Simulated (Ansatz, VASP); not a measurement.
Rh in VASP and in Ansatz

```
Rh
1.0
     0.00000    1.91497    1.91497
     1.91497    0.00000    1.91497
     1.91497    1.91497    0.00000
Rh
1
Direct
  0.00000 0.00000 0.00000
```

Alike in both runs: functional PBE; k mesh 18 × 18 × 18; occupations gaussian, width 0.1 eV; no spin polarisation.

Ansatz relaxed the structure, and its values are those at the end. VASP's run is a single point on that final structure, the one shown.

|  | VASP | Ansatz |
| --- | --- | --- |
| version | VASP 6.6.1 | Ansatz 0.2.0 |
| potentials or method | VASP PAW PBE potentials, release 64 (Rh_pv), cutoff 520 eV | scalar-relativistic, plane waves, PAW |
| valence electrons in the cell | 15 | 17 |

|  | VASP | Ansatz | Ansatz less VASP |
| --- | --- | --- | --- |
| gap on the k mesh at the Fermi level (eV) | none | none | - |
| pressure (GPa) | 0.0 | 0.0 | -0.04 |

A gap of «none» marks a metal or a gap that the smearing closes. VASP's potentials hold 15 valence electrons a cell and Ansatz's 17, so a difference there can come from the potentials and not from the codes.
